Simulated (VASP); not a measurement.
Here is a VASP 6.6.1 calculation.

INCAR

```
SYSTEM = Si
PREC = Accurate
ENCUT = 520
EDIFF = 1E-6
ISMEAR = -1
SIGMA = 0.1
LREAL = .FALSE.
LASPH = .TRUE.
NELM = 100
ALGO = Normal
ISIF = 2
LWAVE = .FALSE.
LCHARG = .TRUE.
GGA = PE
LELF = .TRUE.
LVHAR = .TRUE.
NBANDS = 8
```

The input KPOINTS:

```
Automatic mesh
0
G
  7 7 7
  0 0 0
```

The input POSCAR:

```
Si
1.0
    0.0000000000      1.6700000000      1.6700000000
    1.6700000000      0.0000000000      1.6700000000
    1.6700000000      1.6700000000      0.0000000000
Si
1
Direct
    0.0000000000      0.0000000000      0.0000000000
```

Potentials or basis: VASP PAW PBE potentials, release 64 (Si).

The run is started by

```console
$ cat potpaw_PBE.64/Si/POTCAR > POTCAR
$ mpirun -np 1 vasp_std > vasp.out
```

**Question.** Estimate the pressure.

**Answer.** 95.8 GPa.

**Question.** Estimate the band gap on the k mesh.

**Answer.** Zero (band 2 reaches 30.90 eV, above the bottom of band 3 at 14.40 eV).

Caveat: the k points lie up to 0.47 Å⁻¹ apart.
